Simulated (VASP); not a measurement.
## N: single point with r2SCAN

Crystal: N.

```
N
1.0
     5.71138    0.00000    0.00000
     0.00000    5.71138    0.00000
     0.00000    0.00000    5.71138
N
8
Direct
  0.05525 0.05525 0.05525
  0.44475 0.94475 0.55525
  0.55525 0.44475 0.94475
  0.94475 0.55525 0.44475
  0.94475 0.94475 0.94475
  0.55525 0.05525 0.44475
  0.44475 0.55525 0.05525
  0.05525 0.44475 0.55525
```

| Quantity | Value |
| --- | --- |
| Program | VASP 6.6.1 |
| Task | single point |
| Functional | r2SCAN |
| Potentials or basis | VASP PAW PBE potentials, release 64 (N) |
| Cutoff | 520 eV |
| k mesh | 4 × 4 × 4 |
| Occupations | gaussian, width 0.1 eV |
| Spin | no spin polarisation |
| Dipole correction | no |
| Further INCAR settings | ALGO = Normal; EDIFF = 1e-07; NBANDS = 30 |

| Item | Value |
| --- | --- |
| Pressure | 2.6 GPa |
| Largest force | 2.300 eV/Å |
| Band gap on the k mesh | 8.19 eV (least direct gap 8.21 eV) |

Forces on the atoms (eV/Å):
```
N    1.328  1.328  1.328
N   -1.328 -1.328  1.328
N    1.328 -1.328 -1.328
N   -1.328  1.328 -1.328
N   -1.328 -1.328 -1.328
N    1.328  1.328 -1.328
N   -1.328  1.328  1.328
N    1.328 -1.328  1.328
```

Levels at points of the mesh, in eV from the valence-band top:
```csv
k point,band 17,band 18,band 19,band 20,band 21,band 22,band 23,band 24
"(0.00, 0.00, 0.00)",-0.80,-0.02,-0.02,-0.02,8.19,8.19,8.19,9.04
"(0.50, 0.00, 0.00)",-0.29,-0.29,0.00,0.00,8.44,8.44,8.80,8.80
"(0.50, 0.50, 0.00)",-0.15,-0.15,-0.15,-0.15,8.79,8.79,8.79,8.79
"(0.50, 0.50, 0.50)",-0.20,-0.20,-0.20,-0.20,8.80,8.80,8.80,8.80
```

It took 110 s on 1 thread of Intel(R) Xeon(R) 6975P-C (Granite Rapids), with other jobs on the host, peak memory 0.29 GiB.

Caveat: the standard files for N, O and F lose accuracy on very short bonds; the PAW data sets were made with another functional, which shifts forces and pressure a little. A k mesh can miss the band edges.
